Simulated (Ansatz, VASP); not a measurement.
# Be3Se2O: VASP beside Ansatz

```
Be Se O
1.0
     3.86521    0.00000    0.00000
     0.00000    3.86521    0.00000
     0.00000    0.00000    6.33547
Be Se O
3 2 1
Direct
  0.50000 0.00000 0.50000
  0.00000 0.50000 0.50000
  0.00000 0.00000 0.50000
  0.50000 0.50000 0.00000
  0.00000 0.00000 0.00000
  0.50000 0.50000 0.50000
```

Alike in both runs: functional PBE; k mesh 3 × 3 × 2; occupations gaussian, width 0.15 eV; no spin polarisation.

Ansatz relaxed the structure, and its values are those at the end. VASP's run is a single point on that final structure, the one shown.

```csv
,VASP,Ansatz
version,VASP 6.6.1,Ansatz 0.2.0
potentials or method,"VASP PAW PBE potentials, release 64 (Be, Se, O), cutoff 600 eV","scalar-relativistic, plane waves, PAW"
valence electrons in the cell,24,44
```

|  | VASP | Ansatz | Ansatz less VASP |
| --- | --- | --- | --- |
| gap on the k mesh at the Fermi level (eV) | none | none | - |
| pressure (GPa) | 0.3 | 0.3 | 0.00 |

A gap of «none» marks a metal or a gap that the smearing closes. VASP's potentials hold 24 valence electrons a cell and Ansatz's 44, so a difference there can come from the potentials and not from the codes.

The k mesh is coarse, so the values compare programs but aren't converged.
